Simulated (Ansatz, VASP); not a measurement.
## Two plane-wave programs on Rh

```
Rh
1.0
    -1.50926    1.50926    1.50926
     1.50926   -1.50926    1.50926
     1.50926    1.50926   -1.50926
Rh
1
Cartesian
  0.0000 0.0000 0.0000
```

Alike in both runs: task relaxation of cell and atoms; functional PBE; k mesh 15 × 15 × 15; occupations fermi-dirac, width 0.1 eV; no spin polarisation.

|  | VASP | Ansatz |
| --- | --- | --- |
| version | VASP 6.6.1 | Ansatz 0.2.0 |
| potentials or method | VASP PAW PBE potentials, release 64 (Rh_pv), cutoff 500 eV | plane waves (420 eV) with PAW, scalar-relativistic |
| valence electrons in the cell | 15 | 17 |

|  | VASP | Ansatz | Ansatz less VASP |
| --- | --- | --- | --- |
| relaxed volume (Å³/atom) | 14.51 | 14.50 | -0.008 |
| relaxed cell length with the largest relative difference (Å) | 2.661 | 2.661 | -0.0005 |

VASP's potentials hold 15 valence electrons a cell and Ansatz's 17, so a difference there can come from the potentials and not from the codes.
